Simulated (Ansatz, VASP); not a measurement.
**Si: VASP beside Ansatz**

File INCAR:

```
SYSTEM = Si
PREC     = Accurate       ! precision mode
ENCUT    = 520            ! plane-wave cutoff, eV
EDIFF    = 1E-7           ! SCF threshold, eV
ISMEAR   = 0              ! smearing method
SIGMA    = 0.05           ! smearing width, eV
LREAL    = .FALSE.        ! projectors in reciprocal space
LASPH    = .TRUE.         ! aspherical terms in the spheres
NELM     = 80             ! most SCF steps
ALGO     = Normal         ! electronic algorithm
ISIF     = 2              ! what is computed and relaxed
LWAVE    = .FALSE.        ! write WAVECAR
LCHARG   = .TRUE.         ! write CHGCAR
GGA      = PE             ! functional
LELF     = .TRUE.         ! ELF
LVHAR    = .TRUE.       
NBANDS   = 16             ! bands
```

The input KPOINTS:

```
Automatic mesh
0
G
  12 12 6
  0 0 0
```

Contents of POSCAR:

```
Si
1.0
    3.8182503661      0.0000000000      0.0000000000
   -1.9091251831      3.3067018151      0.0000000000
    0.0000000000      0.0000000000      6.4746071459
Si
4
Direct
    0.3333333333      0.6666666667      0.0535050491
    0.6666666667      0.3333333333      0.5535050491
    0.3333333333      0.6666666667      0.4464949509
    0.6666666667      0.3333333333      0.9464949509
```

Input for Ansatz:

```yaml
crystal:
  lattice:
    - [3.8182503661, 0.0, 0.0]
    - [-1.9091251831, 3.3067018151, 0.0]
    - [0.0, 0.0, 6.4746071459]
  atoms:
    - { symbol: Si, position: [0.3333333333, 0.6666666667, 0.0535050491] }
    - { symbol: Si, position: [0.6666666667, 0.3333333333, 0.5535050491] }
    - { symbol: Si, position: [0.3333333333, 0.6666666667, 0.4464949509] }
    - { symbol: Si, position: [0.6666666667, 0.3333333333, 0.9464949509] }
basis:
  ecutwfc: 420
kpoints:
  mp_grid: { grid: [12, 12, 6] }
hamiltonian:
  xc: pbe
  pseudopotentials: { kind: paw, azcp: { folder: soft_1 } }
scf:
  occupations: { method: gaussian, width: 0.05 }
output:
  forces: true
  stress: true
  eigenvalues: true
```

Alike in both runs: task single point; functional PBE; k mesh 12 × 12 × 6; occupations gaussian, width 0.05 eV; no spin polarisation.

|  | VASP | Ansatz |
| --- | --- | --- |
| version | VASP 6.6.1 | Ansatz 0.2.0 |
| potentials or method | VASP PAW PBE potentials, release 64 (Si), cutoff 520 eV | scalar-relativistic, plane waves, PAW |
| valence electrons in the cell | 16 | 16 |

|  | VASP | Ansatz | Ansatz less VASP |
| --- | --- | --- | --- |
| gap on the k mesh at the Fermi level (eV) | 0.10 | 0.10 | -0.005 |
| least direct gap on the mesh (eV) | 0.80 | 0.79 | -0.010 |
| pressure (GPa) | 1.1 | 1.1 | +0.07 |
| traceless stress, the component that is largest in VASP (GPa) | -7.09 | -7.11 | -0.015 |
| rms of the force components (eV/Å) | 0.820 | 0.822 | +0.0020 |

Atom by atom the forces differ by 0.002 eV/Å (rms over components). The functional is the same, so the differences come from potentials, cutoffs and numerics.
